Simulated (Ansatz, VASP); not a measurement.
# One calculation of Cu2O, two programs

The input POSCAR:

```
Cu2O
1.0
    4.2600000000      0.0000000000      0.0000000000
    0.0000000000      4.2600000000      0.0000000000
    0.0000000000      0.0000000000      4.2600000000
Cu O
4 2
Direct
    0.2500000000      0.2500000000      0.2500000000
    0.2500000000      0.7500000000      0.7500000000
    0.7500000000      0.7500000000      0.2500000000
    0.7500000000      0.2500000000      0.7500000000
    0.0000000000      0.0000000000      0.0000000000
    0.5000000000      0.5000000000      0.5000000000
```

The input INCAR.step1:

```
SYSTEM = Cu2O
ALGO = Normal
EDIFF = 1E-5
EDIFFG = -0.005
ENCUT = 660
GGA = PE
GGA_COMPAT = .FALSE.
IBRION = 2
ISIF = 3
ISMEAR = 0
LASPH = .TRUE.
LCHARG = .FALSE.
LREAL = .FALSE.
LWAVE = .TRUE.
NELM = 120
NELMIN = 4
NSW = 100
PREC = Accurate
SIGMA = 0.02
```

File INCAR.step2:

```
SYSTEM = Cu2O
ALGO = Normal
BPARAM = 11.95
CPARAM = 0.0093
EDIFF = 1E-7
EDIFFG = -0.01
ENCUT = 660
GGA_COMPAT = .FALSE.
IBRION = 2
ISIF = 3
ISMEAR = 0
ISTART = 1
IVDW_NL = 2
LASPH = .TRUE.
LCHARG = .FALSE.
LMIXTAU = .TRUE.
LREAL = .FALSE.
LUSE_VDW = .TRUE.
LWAVE = .FALSE.
METAGGA = R2SCAN
NELM = 120
NELMIN = 4
NSW = 80
PREC = Accurate
SIGMA = 0.02
```

File KPOINTS:

```
k-points
0
G
  4 4 4
  0 0 0
```

Input for Ansatz:

```yaml
crystal:
  lattice:
    - [4.26, 0.0, 0.0]
    - [0.0, 4.26, 0.0]
    - [0.0, 0.0, 4.26]
  atoms:
    - { symbol: Cu, position: [0.25, 0.25, 0.25] }
    - { symbol: Cu, position: [0.25, 0.75, 0.75] }
    - { symbol: Cu, position: [0.75, 0.75, 0.25] }
    - { symbol: Cu, position: [0.75, 0.25, 0.75] }
    - { symbol: O, position: [0.0, 0.0, 0.0] }
    - { symbol: O, position: [0.5, 0.5, 0.5] }
kpoints:
  mp_grid:
    grid: [4, 4, 4]
hamiltonian:
  xc: r2scan
  dispersion: rvv10
scf:
  occupations:
    method: gaussian
    width: 0.02
relax:
  cell: {}
```

Alike in both runs: task relaxation of cell and atoms; functional r2SCAN; dispersion rVV10; k mesh 4 × 4 × 4; occupations gaussian, width 0.02 eV; no spin polarisation.

|  | VASP | Ansatz |
| --- | --- | --- |
| version | VASP 6.6.1 | Ansatz 0.2.0 |
| potentials or method | VASP PAW PBE potentials, release 64 (Cu, O) | plane waves, PAW |
| plane-wave cutoff (eV) | 660 | 500 |
| valence electrons in the cell | 56 | 88 |

Ansatz gave:

| Quantity | Value |
| --- | --- |
| relaxed volume (Å³/atom) | 12.62 |
| relaxed cell length with the largest relative difference (Å) | 4.231 |

Question: What did VASP give for the same quantities?

Answer: Relaxed volume (Å³/atom): 12.72; relaxed cell length with the largest relative difference (Å): 4.242.

VASP's potentials were made for PBE, not for r2SCAN. VASP's potentials hold 56 valence electrons a cell and Ansatz's 88, so a difference there can come from the potentials and not from the codes.
